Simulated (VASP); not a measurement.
# Al (P-3m1) in VASP: further runs

The runs below take Al through single point, with PBE+D3(BJ).

Everything below comes from runs of VASP 6.6.1. Logs are shortened: lines on timing, memory, paths and dates and some standing lists are left out, and cuts for length are marked.

## (1) The cell of the first run

The structure is trigonal, space group P-3m1 (No. 164). The conventional cell has a = 2.816 Å, b = 2.816 Å, c = 13.497 Å, α = 90.00°, β = 90.00°, γ = 120.00°. Within 3.4 Å of Al (site symmetry 3m) lie 12 Al at 2.58 to 2.82 Å. Within 3.7 Å of Al (site symmetry 3m) lie 12 Al at 2.82 Å. Within 3.7 Å of Al (site symmetry 3m) lie 12 Al at 2.82 Å.

## (2) Single point, PBE+D3(BJ)

INCAR reads:

```
SYSTEM = Al
PREC = Accurate
ENCUT = 520
EDIFF = 1E-6
ISMEAR = 0
SIGMA = 0.15
LREAL = .False.
LASPH = .True.
NELM = 100
ALGO = Fast
ISIF = 2
LWAVE = .False.
LCHARG = .False.
GGA = PE
IVDW = 12
NBANDS = 18
```

KPOINTS reads:

```
regular mesh
0
Gamma
  24 24 5
  0 0 0
```

POSCAR reads:

```
Al
1.0
    1.9913628294     -1.9913628294      0.0000000000
    1.9913628294      0.0000000000     -1.9913628294
    7.7922462367      7.7922462367      7.7922462367
Al
6
Direct
    0.6666666667      0.6666666667      0.0851686192
    0.0000000000      0.0000000000      0.9370251823
    0.3333333333      0.3333333333      0.2555399318
    0.6666666667      0.6666666667      0.5962825570
    0.0000000000      0.0000000000      0.4259112444
    0.3333333333      0.3333333333      0.7666538696
```

Potentials or basis: VASP PAW PBE potentials, release 64 (Al).

Launch:

```bash
$ cat potpaw_PBE.64/Al/POTCAR > POTCAR
$ mpirun -np 1 vasp_std > vasp.out
```

OUTCAR:

```text
SYSTEM = Al
   PREC = Accurate
   ENCUT = 520
   EDIFF = 1E-6
   ISMEAR = 0
   LREAL = .False.
   LASPH = .True.
   NELM = 100
   ISIF = 2
   GGA = PE
   IVDW = 12
 IVDW          = 12

 ion  position               nearest neighbor table
   1  0.667  0.667  0.085-   2 2.58   2 2.58   2 2.58   3 2.82   3 2.82   3 2.82
   2  0.000  0.000  0.937-   1 2.58   1 2.58   1 2.58   6 2.82   6 2.82   6 2.82
   3  0.333  0.333  0.256-   5 2.82   1 2.82   1 2.82   5 2.82   5 2.82   1 2.82
   4  0.667  0.667  0.596-   6 2.82   6 2.82   5 2.82   5 2.82   5 2.82   6 2.82
   5  0.000  0.000  0.426-   3 2.82   4 2.82   3 2.82   3 2.82   4 2.82   4 2.82
   6  0.333  0.333  0.767-   4 2.82   4 2.82   4 2.82   2 2.82   2 2.82   2 2.82

  LATTYP: Found a hexagonal cell.
 ALAT       =     2.8162123209
 C/A-ratio  =     4.7924534264

  Lattice vectors:

 A1 = (  -1.9913628294,   0.0000000000,   1.9913628294)
 A2 = (   1.9913628294,  -1.9913628294,   0.0000000000)
 A3 = (   7.7922462367,   7.7922462367,   7.7922462367)

Analysis of symmetry for initial positions (statically):
=====================================================================
 Subroutine PRICEL returns:
 Original cell was already a primitive cell.

 Routine SETGRP: Setting up the symmetry group for a
 hexagonal supercell.

 Subroutine GETGRP returns: Found 12 space group operations
 (whereof  6 operations were pure point group operations)
 out of a pool of 24 trial point group operations.

The static configuration has the point symmetry C_3v.
 The point group associated with its full space group is D_3d.

Analysis of symmetry for dynamics (positions and initial velocities):
=====================================================================
 Subroutine PRICEL returns:
 Original cell was already a primitive cell.

 Routine SETGRP: Setting up the symmetry group for a
 hexagonal supercell.

 Subroutine GETGRP returns: Found 12 space group operations
 (whereof  6 operations were pure point group operations)
 out of a pool of 24 trial point group operations.

The dynamic configuration has the point symmetry C_3v.
 The point group associated with its full space group is D_3d.

 Subroutine INISYM returns: Found 12 space group operations
 (whereof  6 operations are pure point group operations),
 and found     1 'primitive' translations

----------------------------------------------------------------------------------------

                                     Primitive cell

  volume of cell :      92.7011

  direct lattice vectors                    reciprocal lattice vectors
     1.991362829 -1.991362829  0.000000000     0.167389553 -0.334779105  0.167389553
     1.991362829  0.000000000 -1.991362829     0.167389553  0.167389553 -0.334779105
     7.792246237  7.792246237  7.792246237     0.042777567  0.042777567  0.042777567

  length of vectors
     2.816212321  2.816212321 13.496566387     0.410018992  0.410018992  0.074092919

  position of ions in fractional coordinates (direct lattice)
     0.666666667  0.666666667  0.085168619
     0.000000000  0.000000000  0.937025182
     0.333333333  0.333333333  0.255539932
     0.666666667  0.666666667  0.596282557
     0.000000000  0.000000000  0.425911244
     0.333333333  0.333333333  0.766653870

  ion indices of the primitive-cell ions
   primitive index   ion index
                 1           1
                 2           2
                 3           3
                 4           4
                 5           5
                 6           6

----------------------------------------------------------------------------------------

 KPOINTS: regular mesh

Automatic generation of k-mesh.
 Grid dimensions read from file:
 generate k-points for:   24   24    5

 Generating k-lattice:

  Cartesian coordinates                     Fractional coordinates (reciprocal lattice)
     0.006974565 -0.013949129  0.006974565     0.041666667  0.000000000  0.000000000
     0.006974565  0.006974565 -0.013949129     0.000000000  0.041666667  0.000000000
     0.008555513  0.008555513  0.008555513     0.000000000  0.000000000  0.200000000

  Length of vectors
     0.017084125  0.017084125  0.014818584

  Shift w.r.t. Gamma in fractional coordinates (k-lattice)
     0.000000000  0.000000000  0.000000000

 Subroutine IBZKPT returns following result:
 ===========================================

 Found    279 irreducible k-points:

 Following reciprocal coordinates:
            Coordinates               Weight
  0.000000  0.000000  0.000000      1.000000
  0.041667  0.000000  0.000000      6.000000
  0.083333  0.000000  0.000000      6.000000
  0.125000  0.000000  0.000000      6.000000
  0.166667  0.000000  0.000000      6.000000
  0.208333  0.000000  0.000000      6.000000
[... 16 lines left out ...]
  0.458333  0.041667 -0.000000     12.000000
  0.500000  0.041667 -0.000000     12.000000
 [... further k-points ...]
   k-points           NKPTS =    279   k-points in BZ     NKDIM =    279   number of bands    NBANDS=     18
   number of dos      NEDOS =    301   number of ions     NIONS =      6
   total plane-waves  NPLWV =  57600
   dimension x,y,z NGX =    24 NGY =   24 NGZ =  100
   dimension x,y,z NGXF=    48 NGYF=   48 NGZF=  200
   ions per type =               6
   NGX,Y,Z   is equivalent  to a cutoff of  14.17, 14.17, 12.32 a.u.
   NGXF,Y,Z  is equivalent  to a cutoff of  28.34, 28.34, 24.64 a.u.
 SYSTEM =  Al
   PREC   = accura    normal or accurate (medium, high low for compatibility)
   ISTART =      0    job   : 0-new  1-cont  2-samecut
   ICHARG =      2    charge: 1-file 2-atom 10-const
   ISPIN  =      1    spin polarized calculation?
   LNONCOLLINEAR =      F non collinear calculations
   LSORBIT =      F    spin-orbit coupling
   LASPH  =      T    aspherical Exc in radial PAW
   ENCUT  =  520.0 eV  38.22 Ry    6.18 a.u.   5.24  5.24 25.09*2*pi/ulx,y,z
   NELM   =    100;   NELMIN=  2; NELMDL= -5     # of ELM steps
   EDIFF  = 0.1E-05   stopping-criterion for ELM
   LREAL  =      F    real-space projection
   EDIFFG = 0.1E-04   stopping-criterion for IOM
   NSW    =      0    number of steps for IOM
   IBRION =     -1    ionic relax: 0-MD 1-quasi-New 2-CG
   NFREE  =      0    steps in history (QN), initial steepest desc. (CG)
   ISIF   =      2    stress and relaxation
   ISYM   =      2    0-nonsym 1-usesym 2-fastsym
   POTIM  = 0.5000    time-step for ionic-motion
   TEBEG  =    0.0;   TEEND  =   0.0 temperature during run
   PSTRESS=    0.0 pullay stress
   NELECT =      18.0000    total number of electrons
   NUPDOWN=      -1.0000    fix difference up-down
   EMIN   =  10.00;   EMAX   =-10.00  energy-range for DOS
   EFERMI =   0.00;   METHOD = LEGACY
   ISMEAR =     0;   SIGMA  =   0.15  broadening in eV -4-tet -1-fermi 0-gaus
   EFERMI_NEDOS =   21; number of points for ismear=-14 and -15
   IALGO  =     68    algorithm
   IMIX   =      4    mixing-type and parameters
     AMIX     =   0.40;   BMIX     =  1.00
     AMIX_MAG =   1.60;   BMIX_MAG =  1.00
  volume/ion in A,a.u.               =      15.45       104.26
  Fermi-wavevector in a.u.,A,eV,Ry     =   0.947991  1.791443 12.227371  0.898686
  Thomas-Fermi vector in A             =   2.076137
   LORBIT       =      0    0 simple, 1 ext, 2 COOP (PROOUT), +10 PAW based schemes
   GGA     = PE    functional components
   LHFCALC =     F    Hartree Fock is set to
   AEXX    =    0.0000 exact exchange contribution
   IVDW    =    12    specifies the selected vdW correction
   LEPSILON=     F    determine dielectric tensor
   LRPA    =     F    only Hartree local field effects (RPA)
 non-spin polarized calculation
 RMM-DIIS sequential band-by-band and
 Gauss-broadening in eV      SIGMA  =   0.15
  energy-cutoff  :      520.00
  volume of cell :       92.70
 maximum number of plane-waves:      2524
 NGX is ok and might be reduce to    24
   NGX = 11   NGY = 11   NGZ = 51

 number of electron      18.0000000 magnetization

 Free energy of the ion-electron system (eV)
  ---------------------------------------------------
  ext. energy  EPLUGINS =         0.00000000
  ---------------------------------------------------
  free energy    TOTEN  =       -22.21149449 eV

  energy without entropy =      -22.18517050  energy(sigma->0) =      -22.19833250

 E-fermi :   8.7028     XC(G=0): -10.4324

 val. band max:        8.6987127997   @ k =   0.3750   0.3750   0.4000
 cond. band min:       8.7028790136   @ k =  -0.4583   0.2500   0.2000
 fundamental gap:      0.0041662139
 Fermi energy:         8.7027566643

 k-point     1 :       0.0000    0.0000    0.0000
  band No.  band energies     occupation
      1      -2.9843      2.00000
      2      -2.1965      2.00000
      3      -1.9449      2.00000
      4       0.2209      2.00000
      5       0.4358      2.00000
      6       3.9957      2.00000
[... 10 lines left out ...]
     17      20.1438      0.00000
     18      20.1554      0.00000

 k-point     2 :       0.0417    0.0000    0.0000
  band No.  band energies     occupation
      1      -2.9412      2.00000
      2      -2.1536      2.00000
      3      -1.9019      2.00000
      4       0.2630      2.00000
      5       0.4779      2.00000
      6       4.0353      2.00000
[... 10 lines left out ...]
     17      19.5979      0.00000
     18      19.8361      0.00000

 k-point     3 :       0.0833    0.0000    0.0000
  band No.  band energies     occupation
      1      -2.8119      2.00000
      2      -2.0249      2.00000
      3      -1.7732      2.00000
      4       0.3893      2.00000
      5       0.6042      2.00000
      6       4.1542      2.00000
[... 412 lines left out ...]
 k-point    23 :       0.4583    0.0417   -0.0000
  band No.  band energies     occupation
      1       1.7163      2.00000
      2       2.4812      2.00000
      3       2.7333      2.00000
      4       4.5870      2.00000
      5       4.7743      2.00000
      6       5.0811      2.00000
[... 10 lines left out ...]
     17      14.2528      0.00000
     18      14.3550      0.00000

 k-point    24 :       0.5000    0.0417   -0.0000
  band No.  band energies     occupation
      1       2.6258      2.00000
      2       3.3801      2.00000
      3       3.5800      2.00000
      4       3.6550      2.00000
      5       4.3729      2.00000
      6       4.6432      2.00000
[... 10 lines left out ...]
     17      14.4303      0.00000
     18      14.7412      0.00000

 [... further k-points ...]

------------------------ aborting loop because EDIFF is reached ----------------------------------------

 Edisp (eV)   -2.16210

 E8    (eV) :    -0.9680

  FORCE on cell =-STRESS in cart. coord.  units (eV):
  Direction    XX          YY          ZZ          XY          YZ          ZX
  --------------------------------------------------------------------------------------
  -------------------------------------------------------------------------------------
  Total       1.60913     1.60913     1.60913     0.54526     0.54526     0.54526
  in kB      27.81107    27.81107    27.81107     9.42379     9.42379     9.42379
  external pressure =       27.81 kB  Pullay stress =        0.00 kB

 VOLUME and BASIS-vectors are now :
 -----------------------------------------------------------------------------
  energy-cutoff  :      520.00
  volume of cell :       92.70
      direct lattice vectors                 reciprocal lattice vectors
     1.991362829 -1.991362829  0.000000000     0.167389553 -0.334779105  0.167389553
     1.991362829  0.000000000 -1.991362829     0.167389553  0.167389553 -0.334779105
     7.792246237  7.792246237  7.792246237     0.042777567  0.042777567  0.042777567

 POSITION                                       TOTAL-FORCE (eV/Angst)
 -----------------------------------------------------------------------------------
      3.31881     -0.66392     -0.66392         0.811710      0.811710      0.811710
      7.30153      7.30153      7.30153        -0.811710     -0.811710     -0.811710
      3.31881      1.32744      1.32744        -0.005423     -0.005423     -0.005423
      7.30153      3.31881      3.31881         0.006481      0.006481      0.006481
      3.31881      3.31881      3.31881        -0.006481     -0.006481     -0.006481
      7.30153      5.31017      5.31017         0.005423      0.005423      0.005423
 -----------------------------------------------------------------------------------
    total drift:                               -0.000015     -0.000015     -0.000015

  FREE ENERGIE OF THE ION-ELECTRON SYSTEM (eV)
  ---------------------------------------------------
  free  energy   TOTEN  =       -24.3735899787 eV

  energy  without entropy=      -24.3472659891  energy(sigma->0) =      -24.36042798
```

Run time: 4.8 min. Hardware: 1 thread of Intel Xeon 6975P-C, shared host; peak memory 0.47 GiB.

What came out:

```yaml
Free_energy: -24.3736 eV
Pressure: 2.8 GPa
Largest_force: 1.406 eV/Å
Band_gap_on_the_k_mesh: zero (band 9 reaches 12.59 eV, above the bottom of band 10 at 6.99 eV)
Dispersion_energy_per_atom: -0.360 eV
```

Forces on the atoms (eV/Å):
```
Al   0.812  0.812  0.812
Al  -0.812 -0.812 -0.812
Al  -0.005 -0.005 -0.005
Al   0.006  0.006  0.006
Al  -0.006 -0.006 -0.006
Al   0.005  0.005  0.005
```

Stress tensor (GPa, compression positive):
```
2.78 0.94 0.94
0.94 2.78 0.94
0.94 0.94 2.78
```

Caveat: pairwise dispersion overbinds metals, which lowers pressure and volume; forces of over 1 eV/Å act on the atoms, so gaps and moduli don't describe the material at rest.

## (3) Single point, PBE+D3(BJ)

This run uses another cell than the first one, of 16.37 Å³/atom, 1.059 times its volume.

INCAR reads:

```
SYSTEM = Al
PREC = Accurate ; ENCUT = 520
EDIFF = 1E-7 ; ISMEAR = 0
SIGMA = 0.15 ; LREAL = .FALSE.
LASPH = .TRUE. ; NELM = 80
ALGO = Fast ; ISIF = 2
LWAVE = .FALSE. ; LCHARG = .TRUE.
GGA = PE ; IVDW = 12
LELF = .TRUE. ; LVHAR = .TRUE.
NBANDS = 18
```

KPOINTS reads:

```
regular mesh
0
G
  24 24 5
  0 0 0
```

POSCAR reads:

```
Al
1.0
    1.9913628294     -1.9913628294      0.0000000000
    1.9913628294      0.0000000000     -1.9913628294
    8.2541264521      8.2541264521      8.2541264521
Al
6
Direct
    0.6666666667      0.6666666667      0.0804027968
    0.0000000000      0.0000000000      0.8845916031
    0.3333333333      0.3333333333      0.2412405581
    0.6666666667      0.6666666667      0.5629160806
    0.0000000000      0.0000000000      0.4020783193
    0.3333333333      0.3333333333      0.7237538418
```

Potentials or basis: VASP PAW PBE potentials, release 64 (Al).

Launch:

```bash
$ cat potpaw_PBE.64/Al/POTCAR > POTCAR
$ mpirun -np 1 vasp_std > vasp.out
```

OUTCAR:

```text
SYSTEM = Al
   PREC = Accurate
   ENCUT = 520
   EDIFF = 1E-7
   ISMEAR = 0
   LREAL = .FALSE.
   LASPH = .TRUE.
   NELM = 80
   ISIF = 2
   GGA = PE
   IVDW = 12
 IVDW          = 12

 ion  position               nearest neighbor table
   1  0.667  0.667  0.080-   3 2.82   3 2.82   3 2.82   2 3.24   2 3.24   2 3.24
   2  0.000  0.000  0.885-   6 2.82   6 2.82   6 2.82   1 3.24   1 3.24   1 3.24
   3  0.333  0.333  0.241-   5 2.82   5 2.82   5 2.82   1 2.82   1 2.82   1 2.82
   4  0.667  0.667  0.563-   6 2.82   6 2.82   6 2.82   5 2.82   5 2.82   5 2.82
   5  0.000  0.000  0.402-   3 2.82   3 2.82   3 2.82   4 2.82   4 2.82   4 2.82
   6  0.333  0.333  0.724-   4 2.82   4 2.82   4 2.82   2 2.82   2 2.82   2 2.82

  LATTYP: Found a hexagonal cell.
 ALAT       =     2.8162123209
 C/A-ratio  =     5.0765229173

  Lattice vectors:

 A1 = (  -1.9913628294,   0.0000000000,   1.9913628294)
 A2 = (   1.9913628294,  -1.9913628294,   0.0000000000)
 A3 = (   8.2541264521,   8.2541264521,   8.2541264521)

Analysis of symmetry for initial positions (statically):
=====================================================================
 Subroutine PRICEL returns:
 Original cell was already a primitive cell.

[... 189 lines left out ...]
  band No.  band energies     occupation
      1      -3.2465      2.00000
      2      -2.6354      2.00000
      3      -2.1986      2.00000
      4      -0.4470      2.00000
      5       0.0201      2.00000
      6       3.2551      2.00000
[... 481 lines left out ...]
      5       3.9446      2.00000
      6       4.3704      2.00000
[... 10 lines left out ...]
     17      13.5513      0.00000
     18      13.7558      0.00000

 [... further k-points ...]

------------------------ aborting loop because EDIFF is reached ----------------------------------------

 Edisp (eV)   -2.03871

 E8    (eV) :    -0.9122

  FORCE on cell =-STRESS in cart. coord.  units (eV):
  Direction    XX          YY          ZZ          XY          YZ          ZX
  --------------------------------------------------------------------------------------
  -------------------------------------------------------------------------------------
  Total      -1.00737    -1.00737    -1.00737    -0.18680    -0.18680    -0.18680
  in kB     -16.43640   -16.43640   -16.43640    -3.04793    -3.04793    -3.04793
  external pressure =      -16.44 kB  Pullay stress =        0.00 kB

 VOLUME and BASIS-vectors are now :
 -----------------------------------------------------------------------------
  energy-cutoff  :      520.00
  volume of cell :       98.20
      direct lattice vectors                 reciprocal lattice vectors
     1.991362829 -1.991362829  0.000000000     0.167389553 -0.334779105  0.167389553
     1.991362829  0.000000000 -1.991362829     0.167389553  0.167389553 -0.334779105
     8.254126452  8.254126452  8.254126452     0.040383841  0.040383841  0.040383841

 POSITION                                       TOTAL-FORCE (eV/Angst)
 -----------------------------------------------------------------------------------
      3.31881     -0.66392     -0.66392        -0.378398     -0.378398     -0.378398
      7.30153      7.30153      7.30153         0.378398      0.378398      0.378398
      3.31881      1.32744      1.32744         0.020417      0.020417      0.020417
      7.30153      3.31881      3.31881        -0.002427     -0.002427     -0.002427
      3.31881      3.31881      3.31881         0.002427      0.002427      0.002427
      7.30153      5.31017      5.31017        -0.020417     -0.020417     -0.020417
 -----------------------------------------------------------------------------------
    total drift:                               -0.000004     -0.000004     -0.000004

  FREE ENERGIE OF THE ION-ELECTRON SYSTEM (eV)
  ---------------------------------------------------
  free  energy   TOTEN  =       -24.3479142923 eV

  energy  without entropy=      -24.3199745803  energy(sigma->0) =      -24.33394444
```

stdout:

```text
POSCAR found type information on POSCAR Al
 POSCAR found :  1 types and       6 ions
 scaLAPACK will be used
 LDA part: xc-table for (Slater+PW92), standard interpolation
 POSCAR, INCAR and KPOINTS ok, starting setup
 FFT: planning ... GRIDC
 FFT: planning ... GRID_SOFT
 FFT: planning ... GRID
 WAVECAR not read
 entering main loop
```

Run time: 6.9 min. Hardware: 1 thread of Intel Xeon 6975P-C, shared host; peak memory 0.5 GiB.

Results:

```
Free energy                : -24.3479 eV
Pressure                   : -1.6 GPa
Largest force              : 0.655 eV/Å
Band gap on the k mesh     : zero (band 9 reaches 11.26 eV, above the bottom of band 10 at 6.47 eV)
Dispersion energy per atom : -0.340 eV
```

Forces in eV/Å, atoms in the order of the input:
```
Al  -0.378 -0.378 -0.378
Al   0.378  0.378  0.378
Al   0.020  0.020  0.020
Al  -0.002 -0.002 -0.002
Al   0.002  0.002  0.002
Al  -0.020 -0.020 -0.020
```

Caveat: pairwise dispersion overbinds metals, which lowers pressure and volume.
